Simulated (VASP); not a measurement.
# TiGe4Mo (F222) in VASP: single point with PBE

Aim: the single point of TiGe4Mo with PBE.

Everything below comes from runs of VASP 6.6.1. Logs are shortened: lines on timing, memory, paths and dates and some standing lists are left out, and cuts for length are marked.

### 1 The cell of the first run

It takes space group F222 (No. 22, orthorhombic). The conventional cell has a = 4.948 Å, b = 8.700 Å, c = 8.811 Å, α = 90.00°, β = 90.00°, γ = 90.00°. Within 3.5 Å of Ti (site symmetry 222) lie 10 Ge at 2.63 to 2.97 Å and 4 Mo at 3.33 Å. Within 3.4 Å of Ge (site symmetry 2) lie 9 Ge at 2.61 to 3.36 Å and 2 Ti at 2.63 Å and 3 Mo at 2.86 to 2.92 Å. Ge (site symmetry 2) has 9 Ge at 2.61 to 3.36 Å and 2 Mo at 2.65 Å and 3 Ti at 2.83 to 2.97 Å within 3.4 Å. Within 3.5 Å of Mo (site symmetry 222) lie 10 Ge at 2.65 to 2.92 Å and 4 Ti at 3.33 Å.

### 2 Single point, PBE

File INCAR:

```
SYSTEM = TiGe4Mo
  ALGO = Normal
  EDIFF = 1E-7
  ENCUT = 520
  GGA = PE
  ISIF = 2
  ISMEAR = 0
  LASPH = .TRUE.
  LCHARG = .TRUE.
  LELF = .TRUE.
  LREAL = .FALSE.
  LVHAR = .TRUE.
  LWAVE = .FALSE.
  NBANDS = 50
  NELM = 100
  PREC = Accurate
  SIGMA = 0.1
```

File KPOINTS:

```
k-points
0
G
  10 10 10
  0 0 0
```

File POSCAR:

```
TiGe4Mo
1.0
    0.0000000000      4.3502483000      4.4054453000
    2.4740952000      0.0000000000      4.4054453000
    2.4740952000      4.3502483000      0.0000000000
Ti Ge Mo
1 4 1
Direct
    0.5000000000      0.5000000000      0.5000000000
    0.0858470000      0.4141530000      0.0858470000
    0.1590140000      0.8409860000      0.1590140000
    0.8409860000      0.1590140000      0.8409860000
    0.4141530000      0.0858470000      0.4141530000
    0.7500000000      0.7500000000      0.7500000000
```

Potentials or basis: VASP PAW PBE potentials, release 64 (Ti_sv, Ge_d, Mo_sv).

Started as:

```sh
> cat potpaw_PBE.64/Ti_sv/POTCAR potpaw_PBE.64/Ge_d/POTCAR potpaw_PBE.64/Mo_sv/POTCAR > POTCAR
> mpirun -np 1 vasp_std > vasp.out
```

OUTCAR:

```text
SYSTEM = TiGe4Mo
   EDIFF = 1E-7
   ENCUT = 520
   GGA = PE
   ISIF = 2
   ISMEAR = 0
   LASPH = .TRUE.
   LREAL = .FALSE.
   NELM = 100
   PREC = Accurate

 ion  position               nearest neighbor table
   1  0.500  0.500  0.500-   5 2.63   5 2.63   2 2.63   2 2.63   3 2.83   3 2.83   4 2.83   4 2.83

   2  0.086  0.414  0.086-   3 2.61   3 2.61   1 2.63   1 2.63   5 2.86   6 2.86   6 2.86   5 2.89
                             5 2.89   6 2.92
   3  0.159  0.841  0.159-   2 2.61   2 2.61   6 2.65   6 2.65   4 2.77   1 2.83   1 2.83
   4  0.841  0.159  0.841-   5 2.61   5 2.61   6 2.65   6 2.65   3 2.77   1 2.83   1 2.83
   5  0.414  0.086  0.414-   4 2.61   4 2.61   1 2.63   1 2.63   2 2.86   6 2.86   6 2.86   2 2.89
                             2 2.89   6 2.92
   6  0.750  0.750  0.750-   4 2.65   3 2.65   4 2.65   3 2.65   5 2.86   5 2.86   2 2.86   2 2.86
                             5 2.92   2 2.92

  LATTYP: Found a face centered orthorhombic cell.
 ALAT       =     4.9481904000
 B/A-ratio  =     1.7583188796
 C/A-ratio  =     1.7806288537

  Lattice vectors:

 A1 = (   0.0000000000,   4.3502483000,   4.4054453000)
 A2 = (   2.4740952000,   0.0000000000,   4.4054453000)
 A3 = (   2.4740952000,   4.3502483000,   0.0000000000)

Analysis of symmetry for initial positions (statically):
=====================================================================
 Subroutine PRICEL returns:
 Original cell was already a primitive cell.

 Routine SETGRP: Setting up the symmetry group for a
 face centered orthorhombic supercell.

 Subroutine GETGRP returns: Found  4 space group operations
 (whereof  4 operations were pure point group operations)
 out of a pool of  8 trial point group operations.

The static configuration has the point symmetry D_2 .

Analysis of symmetry for dynamics (positions and initial velocities):
=====================================================================
 Subroutine PRICEL returns:
 Original cell was already a primitive cell.

 Routine SETGRP: Setting up the symmetry group for a
 face centered orthorhombic supercell.

 Subroutine GETGRP returns: Found  4 space group operations
 (whereof  4 operations were pure point group operations)
 out of a pool of  8 trial point group operations.

The dynamic configuration has the point symmetry D_2 .

 Subroutine INISYM returns: Found  4 space group operations
 (whereof  4 operations are pure point group operations),
 and found     1 'primitive' translations

----------------------------------------------------------------------------------------
[... 106 lines left out ...]
   NFREE  =      0    steps in history (QN), initial steepest desc. (CG)
   ISIF   =      2    stress and relaxation
   ISYM   =      2    0-nonsym 1-usesym 2-fastsym
   POTIM  = 0.5000    time-step for ionic-motion
   TEBEG  =    0.0;   TEEND  =   0.0 temperature during run
   PSTRESS=    0.0 pullay stress
   NELECT =      82.0000    total number of electrons
   NUPDOWN=      -1.0000    fix difference up-down
   EMIN   =  10.00;   EMAX   =-10.00  energy-range for DOS
   EFERMI =   0.00;   METHOD = LEGACY
   ISMEAR =     0;   SIGMA  =   0.10  broadening in eV -4-tet -1-fermi 0-gaus
   EFERMI_NEDOS =   21; number of points for ismear=-14 and -15
   IALGO  =     38    algorithm
   IMIX   =      4    mixing-type and parameters
     AMIX     =   0.40;   BMIX     =  1.00
     AMIX_MAG =   1.60;   BMIX_MAG =  1.00
  volume/ion in A,a.u.               =      15.81       106.66
  Fermi-wavevector in a.u.,A,eV,Ry     =   1.559658  2.947326 33.096619  2.432533
  Thomas-Fermi vector in A             =   2.662984
   LORBIT       =      0    0 simple, 1 ext, 2 COOP (PROOUT), +10 PAW based schemes
   GGA     = PE    functional components
   LHFCALC =     F    Hartree Fock is set to
   AEXX    =    0.0000 exact exchange contribution
   IVDW    =     0    specifies the selected vdW correction
   LEPSILON=     F    determine dielectric tensor
   LRPA    =     F    only Hartree local field effects (RPA)
 non-spin polarized calculation
 Gauss-broadening in eV      SIGMA  =   0.10
  energy-cutoff  :      520.00
  volume of cell :       94.83
 maximum number of plane-waves:      2579
 NGX is ok and might be reduce to    48
   NGX = 23   NGY = 19   NGZ = 19

 number of electron      82.0000002 magnetization

 Free energy of the ion-electron system (eV)
  ---------------------------------------------------
  ext. energy  EPLUGINS =         0.00000000
  ---------------------------------------------------
  free energy    TOTEN  =       -38.28131539 eV

  energy without entropy =      -38.26651046  energy(sigma->0) =      -38.27391292

 E-fermi :   9.5541     XC(G=0): -12.3474

 val. band max:        9.5540372491   @ k =   0.4000  -0.4000   0.1000
 cond. band min:       9.5629619072   @ k =  -0.4000   0.4000   0.2000
 fundamental gap:      0.0089246581
 Fermi energy:         9.5540777710

 k-point     1 :       0.0000    0.0000    0.0000
  band No.  band energies     occupation
      1     -51.4978      2.00000
      2     -47.4626      2.00000
      3     -25.6793      2.00000
      4     -25.6089      2.00000
      5     -25.5759      2.00000
      6     -23.8122      2.00000
[... 1261 lines left out ...]
     49      12.8095      0.00000
     50      12.8830      0.00000

 [... further k-points ...]

------------------------ aborting loop because EDIFF is reached ----------------------------------------

  FORCE on cell =-STRESS in cart. coord.  units (eV):
  Direction    XX          YY          ZZ          XY          YZ          ZX
  --------------------------------------------------------------------------------------
  -------------------------------------------------------------------------------------
  Total        0.0865225      0.0622810      0.1086966      0.0000000      0.0000000      0.0000000
  in kB        1.4618048      1.0522431      1.8364377      0.0000000      0.0000000      0.0000000
  external PRESSURE =       1.4501619 kB  Pullay stress =       0.0000000 kB

 VOLUME and BASIS-vectors are now :
 -----------------------------------------------------------------------------
  energy-cutoff  :      520.00
  volume of cell :       94.83
      direct lattice vectors                 reciprocal lattice vectors
     0.000000000  4.350248300  4.405445300    -0.202094083  0.114935968  0.113495905
     2.474095200  0.000000000  4.405445300     0.202094083 -0.114935968  0.113495905
     2.474095200  4.350248300  0.000000000     0.202094083  0.114935968 -0.113495905

 POSITION                                       TOTAL-FORCE (eV/Angst)
 -----------------------------------------------------------------------------------
      2.47410      4.35025      4.40545         0.000000     -0.000000     -0.000000
      1.23705      0.74691      2.20272         0.000000     -0.002286      0.000000
      2.47410      1.38350      4.40545        -0.000000     -0.002381     -0.000000
      2.47410      7.31700      4.40545        -0.000000      0.002381     -0.000000
      1.23705      3.60334      2.20272         0.000000      0.002286      0.000000
      3.71114      6.52537      6.60817         0.000000     -0.000000     -0.000000
 -----------------------------------------------------------------------------------
    total drift:                               -0.000003      0.000002     -0.000002

  FREE ENERGIE OF THE ION-ELECTRON SYSTEM (eV)
  ---------------------------------------------------
  free  energy   TOTEN  =       -38.2813153863 eV

  energy  without entropy=      -38.2665104619  energy(sigma->0) =      -38.27391292
```

Wall time 21 min (1 thread of Intel Xeon 8259CL, shared host); peak memory 0.78 GiB.

Results:

```yaml
Free_energy: -38.2813 eV
Pressure: 0.1 GPa
Band_gap_on_the_k_mesh: zero (bands 41 and 42 overlap by 0.81 eV)
```

Forces on the atoms (eV/Å):
```
Ti   0.000  0.000  0.000
Ge   0.000 -0.002  0.000
Ge   0.000 -0.002  0.000
Ge   0.000  0.002  0.000
Ge   0.000  0.002  0.000
Mo   0.000  0.000  0.000
```

Levels at points of the mesh, in eV from the Fermi level:
| k point | band 37 | band 38 | band 39 | band 40 | band 41 | band 42 | band 43 | band 44 | band 45 | band 46 |
| --- | --- | --- | --- | --- | --- | --- | --- | --- | --- | --- |
| (0.00, 0.00, 0.00) | -2.82 | -2.65 | -2.43 | -1.89 | -1.65 | 0.81 | 1.60 | 2.03 | 2.41 | 2.75 |
| (0.50, 0.00, 0.00) | -2.81 | -2.11 | -0.90 | -0.65 | 0.01 | 0.41 | 0.81 | 1.26 | 1.53 | 1.65 |
| (0.50, 0.50, 0.00) | -2.68 | -1.94 | -1.72 | -1.44 | -0.19 | 0.04 | 2.20 | 2.28 | 2.32 | 2.34 |
| (0.50, 0.00, 0.50) | -3.02 | -2.76 | -2.05 | -1.73 | -0.10 | 0.53 | 1.56 | 1.99 | 2.22 | 2.34 |
| (0.00, 0.50, 0.50) | -2.11 | -1.61 | -1.41 | -1.07 | -0.31 | -0.08 | 1.19 | 1.27 | 1.59 | 1.74 |
